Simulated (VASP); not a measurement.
Set up this calculation in VASP 6.6.1, as the native input.

```
Task                   : single point
Functional             : b88 exchange, pbe correlation
Potentials or basis    : VASP PAW PBE potentials, release 64 (In_d, P)
Cutoff                 : 500 eV
k mesh                 : 8 × 8 × 8
Occupations            : fermi-dirac, width 0.05 eV
Spin                   : no spin polarisation
Dipole correction      : no
Further INCAR settings : ALGO = Normal; EDIFF = 1e-06; NBANDS = 16
```

The structure of InP lies in POSCAR:

```
InP
1.0
    0.0000000000      2.8706770916      2.8706770916
    2.8706770916      0.0000000000      2.8706770916
    2.8706770916      2.8706770916      0.0000000000
In P
1 1
Direct
    0.0000000000      0.0000000000      0.0000000000
    0.7500000000      0.7500000000      0.7500000000
```

One way to write it, as run:

INCAR

```
ALGO     = Normal         # electronic algorithm
EDIFF    = 1E-6           # SCF threshold, eV
ENCUT    = 500            # plane-wave cutoff, eV
GGA      = LIBXC          # functional
GGA_COMPAT= F            
ISIF     = 2              # what is computed and relaxed
ISMEAR   = -1             # smearing method
LASPH    = T              # aspherical terms in the spheres
LCHARG   = F              # write CHGCAR
LIBXC1   = GGA_X_B88    
LIBXC2   = GGA_C_PBE    
LREAL    = F              # projectors in reciprocal space
LWAVE    = F              # write WAVECAR
NBANDS   = 16             # bands
NELM     = 120            # most SCF steps
PREC     = Accurate       # precision mode
SIGMA    = 0.05           # smearing width, eV
```

KPOINTS

```
k-points
0
Gamma
  8 8 8
```

Potentials or basis: VASP PAW PBE potentials, release 64 (In_d, P).

The run is started by

```bash
$ cat potpaw_PBE.64/In_d/POTCAR potpaw_PBE.64/P/POTCAR > POTCAR
$ mpirun -np 1 vasp_std > vasp.out
```

It gave:

The pressure is 8.4 GPa and the band gap on the k mesh is 1.03 eV.

Caveat: the cell stands under pressure; the PAW data sets were made with another functional, which shifts forces and pressure a little; spin-orbit coupling is left out, which moves the levels of the heavy elements.

It took 41 s on 1 thread of AMD EPYC 7R43 64-Core Processor (Zen 3), with other jobs on the host, peak memory 0.14 GiB.
